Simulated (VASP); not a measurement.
A run of VASP 6.6.1 is set up as follows.

POSCAR

```
MgC2
1.0
    3.9507770000      0.0000000000      0.0000000000
    0.0000000000      3.9507770000      0.0000000000
    0.0000000000      0.0000000000      4.9870890000
Mg C
2 4
Direct
    0.0000000000      0.0000000000      0.5000000000
    0.5000000000      0.5000000000      0.0000000000
    0.3876550000      0.6123450000      0.5000000000
    0.1123450000      0.1123450000      0.0000000000
    0.6123450000      0.3876550000      0.5000000000
    0.8876550000      0.8876550000      0.0000000000
```

File INCAR.step1:

```
SYSTEM = MgC2
PREC = Accurate
ENCUT = 600
ISMEAR = -1
SIGMA = 0.05
LREAL = .FALSE.
LASPH = .TRUE.
NELM = 60
GGA = PE
ALGO = Normal
EDIFF = 1E-4
LWAVE = .TRUE.
LCHARG = .FALSE.
```

Contents of INCAR.step2:

```
SYSTEM = MgC2
PREC = Accurate
ENCUT = 600
EDIFF = 1E-7
ISMEAR = -1
SIGMA = 0.05
LREAL = .FALSE.
LASPH = .TRUE.
NELM = 60
ALGO = Normal
ISIF = 3
LWAVE = .FALSE.
LCHARG = .FALSE.
METAGGA = R2SCAN
LMIXTAU = .TRUE.
IBRION = 2
NSW = 60
EDIFFG = -0.01
ISTART = 1
```

File KPOINTS:

```
Automatic mesh
0
G
  7 7 6
  0 0 0
```

Potentials or basis: VASP PAW PBE potentials, release 64 (Mg, C).

Launch:

```bash
$ cat potpaw_PBE.64/Mg/POTCAR potpaw_PBE.64/C/POTCAR > POTCAR
$ cp INCAR.step1 INCAR
$ mpirun -np 1 vasp_std > vasp.out
$ cp INCAR.step2 INCAR
$ mpirun -np 1 vasp_std > vasp.out
```

Q: Estimate the relaxed cell.

A: a = 3.929 Å, b = 3.929 Å, c = 4.915 Å, α = 90.00°, β = 90.00°, γ = 90.00°.

Q: Estimate the space group after relaxing (to 0.1 Å).

A: P4_2/mnm (No. 136).

Step by step:
| step | energy change (eV) | largest force (eV/Å) | pressure (GPa) | volume (Å³) |
| --- | --- | --- | --- | --- |
| 1 | 0.0000 | 0.5587 | -2.59 | 77.84 |
| 2 | 0.3164 | 5.9553 | 8.88 | 75.50 |
| 3 | -0.0069 | 0.1330 | -1.32 | 77.52 |
| 4 | -0.0069 | 0.1583 | -1.27 | 77.51 |
| 5 | -0.0139 | 0.0077 | -0.21 | 76.30 |
| 6 | -0.0141 | 0.0354 | -0.02 | 76.10 |
| 7 | -0.0144 | 0.1371 | 0.29 | 75.98 |
| 8 | -0.0144 | 0.1061 | 0.23 | 76.00 |
| 9 | -0.0145 | 0.0932 | 0.22 | 75.98 |
| 10 | -0.0148 | 0.0554 | 0.17 | 75.94 |
| 11 | -0.0150 | 0.0202 | 0.08 | 75.84 |
| 12 | -0.0150 | 0.0022 | 0.11 | 75.87 |

Caveat: the PAW data sets were made with another functional, which shifts forces and pressure a little.
